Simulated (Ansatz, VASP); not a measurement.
# Ag2BrCl: VASP beside Ansatz

```xyz
4
Lattice="2.0075 1.1590 6.5266 -2.0075 1.1590 6.5266 0.0000 -2.3181 6.5266" Properties=species:S:1:pos:R:3 pbc="T T T"
Cl    2.0075    1.1590    6.5266
Br    0.0000    0.0000    9.7898
Ag    0.0000    0.0000    4.9527
Ag    0.0000    0.0000   14.6270
```

Alike in both runs: task single point; functional PBE; k mesh 6 × 6 × 6; no spin polarisation.

|  | VASP | Ansatz |
| --- | --- | --- |
| version | VASP 6.6.1 | Ansatz 0.2.0 |
| potentials or method | VASP PAW PBE potentials, release 64 (Cl, Br, Ag) | plane waves, PAW |
| plane-wave cutoff (eV) | 520 | 420 |
| occupations | gaussian, width 0.01 eV | fixed |
| valence electrons in the cell | 36 | 52 |

```csv
,VASP,Ansatz,Ansatz less VASP
gap on the k mesh at the Fermi level (eV),0.75,0.75,+0.002
pressure (GPa),1.3,1.4,+0.09
rms of the force components (eV/Å),0.006,0.006,-0.0006
```

Atom by atom the forces differ by 0.001 eV/Å (rms over components). VASP's potentials hold 36 valence electrons a cell and Ansatz's 52, so a difference there can come from the potentials and not from the codes.
